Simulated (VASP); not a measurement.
Input of a VASP 6.6.1 run:

INCAR

```
SYSTEM = Ga2GeO2
PREC = Accurate
ENCUT = 600
EDIFF = 1E-6
ISMEAR = 0
SIGMA = 0.1
LREAL = .False.
LASPH = .True.
NELM = 60
ALGO = Normal
ISIF = 3
LWAVE = .False.
LCHARG = .False.
GGA = PE
IBRION = 2
NSW = 100
EDIFFG = -0.01
```

File KPOINTS:

```
regular mesh
0
Gamma
  12 12 6
  0 0 0
```

The input POSCAR:

```
Ga2GeO2
1.0
    3.8711856563      0.0000000000      0.0000000000
   -1.9355928282      3.3525451212      0.0000000000
    0.0000000000      0.0000000000      6.4836943124
Ga Ge O
2 1 2
Direct
    0.3333333333      0.6666666667      0.7216848201
    0.3333333333      0.6666666667      0.2783151799
    0.6666666667      0.3333333333      0.5000000000
    0.0000000000      0.0000000000      0.0000000000
    0.3333333333      0.6666666667      0.0000000000
```

Potentials or basis: VASP PAW PBE potentials, release 64 (Ga_d, Ge_d, O).

Command:

```bash
$ cat potpaw_PBE.64/Ga_d/POTCAR potpaw_PBE.64/Ge_d/POTCAR potpaw_PBE.64/O/POTCAR > POTCAR
$ mpirun -np 1 vasp_std > vasp.out
```

**Question.** Predict the band gap on the k mesh.

**Answer.** Zero (bands 26 and 27 overlap by 2.34 eV).

Final structure:
```
Ga Ge O
1.0
     3.82431    0.00000    0.00000
    -1.91215    3.31195    0.00000
     0.00000    0.00000    6.64337
Ga Ge O
2 1 2
Direct
  0.33333 0.66667 0.72720
  0.33333 0.66667 0.27280
  0.66667 0.33333 0.50000
  0.00000 0.00000 0.00000
  0.33333 0.66667 0.00000
```
